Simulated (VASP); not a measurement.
**Mo16H (a cell with a defect): single point with PBE**

Mo16H (a cell with a defect):

```
Mo H
1.0
     6.30000    0.00000    0.00000
     0.00000    6.30000    0.00000
     0.00000    0.00000    6.30000
Mo H
16 1
Direct
  0.99980 0.00908 0.98878
  0.49980 0.00160 0.99829
  0.99978 0.50164 0.99825
  0.99980 0.00154 0.49799
  0.25084 0.25081 0.24900
  0.49980 0.49815 0.99703
  0.49980 0.00234 0.50115
  0.74873 0.25081 0.24900
  0.99978 0.49947 0.50029
  0.26621 0.74462 0.25213
  0.25092 0.25243 0.74795
  0.49980 0.49712 0.50277
  0.73334 0.74461 0.25214
  0.74864 0.25242 0.74795
  0.25075 0.75093 0.74921
  0.74882 0.75093 0.74920
  0.99978 0.82950 0.21298
```

| Quantity | Value |
| --- | --- |
| Program | VASP 6.6.1 |
| Task | single point |
| Functional | PBE |
| Potentials or basis | VASP PAW PBE potentials, release 64 (Mo_sv, H) |
| Cutoff | 520 eV |
| k mesh | 3 × 3 × 3 |
| Occupations | gaussian, width 0.1 eV |
| Spin | no spin polarisation |

* Pressure: 6.5 GPa
* Largest force: 0.402 eV/Å
* Band gap on the k mesh: zero (an odd number of electrons rules out a gap without spin polarisation)

Forces in eV/Å, atoms in the order of the input:
```
Mo   0.000  0.006 -0.066
Mo  -0.001 -0.004 -0.032
Mo   0.001 -0.009 -0.010
Mo   0.000 -0.004 -0.023
Mo   0.006 -0.037 -0.004
Mo  -0.002 -0.026 -0.019
Mo  -0.001 -0.023 -0.006
Mo  -0.006 -0.037 -0.004
Mo   0.001 -0.007 -0.038
Mo  -0.016 -0.029 -0.039
Mo  -0.007 -0.003 -0.015
Mo  -0.001 -0.002 -0.026
Mo   0.019 -0.028 -0.040
Mo   0.007 -0.003 -0.015
Mo  -0.002 -0.025  0.013
Mo   0.002 -0.025  0.014
H   -0.001  0.254  0.311
```

Stress tensor (GPa, compression positive):
```
 8.30  0.00  0.00
 0.00  5.82 -0.69
 0.00 -0.69  5.52
```

Levels at points of the mesh, in eV from the Fermi level:
| k point | band 108 | band 109 | band 110 | band 111 | band 112 | band 113 | band 114 | band 115 | band 116 | band 117 |
| --- | --- | --- | --- | --- | --- | --- | --- | --- | --- | --- |
| (0.00, 0.00, 0.00) | -0.75 | -0.74 | -0.73 | -0.73 | -0.68 | 0.53 | 0.57 | 0.69 | 0.73 | 0.76 |

It took 11 min on 1 thread of AMD EPYC 7R13 Processor (Zen 3), with other jobs on the host, peak memory 0.46 GiB.
